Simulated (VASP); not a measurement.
Crystal: Li.

```
CELL_PARAMETERS angstrom
0.00000 2.20200 2.20200
2.20200 0.00000 2.20200
2.20200 2.20200 0.00000
ATOMIC_POSITIONS crystal
Li 0.00000 0.00000 0.00000
```

- Program: VASP 6.6.1
- Task: relaxation of cell and atoms
- Functional: PBEsol
- Dispersion: D3(BJ)
- Potentials or basis: VASP PAW PBE potentials, release 64 (Li_sv)
- Cutoff: 600 eV
- k mesh: 13 × 13 × 13
- Occupations: methfessel-paxton, width 0.1 eV
- Spin: no spin polarisation

At the start: pressure -1.9 GPa; volume 21.35 Å³/atom.

Task: Where does the relaxation end?

Result: Over 5 steps the energy falls by 21.3 meV/atom and the volume is 18.17 Å³/atom (-14.9 %); space group Fm-3m (No. 225, to 0.05 Å).

Step by step:
```tsv
step	energy change (eV)	largest force (eV/Å)	pressure (GPa)	volume (Å³)
1	0.0000	0.0000	-1.89	21.35
2	-0.0083	0.0000	-1.56	20.58
3	-0.0203	0.0000	-0.49	18.78
4	-0.0213	0.0000	0.07	18.09
5	-0.0213	0.0000	0.00	18.17
```

Final structure:
```xyz
1
Lattice="0.0000 2.0866 2.0866 2.0866 0.0000 2.0866 2.0866 2.0866 0.0000" Properties=species:S:1:pos:R:3 pbc="T T T"
Li    0.0000    0.0000    0.0000
```

Caveat: the cutoff is under 1.25 times the usual one of these potentials, so pressure, stress and relaxed cells hold a basis-set (Pulay) error; the PAW data sets were made with another functional, which shifts forces and pressure a little; the volume moved by -15 % from the deposited cell, more than functionals usually miss; pairwise dispersion overbinds metals, which lowers pressure and volume.
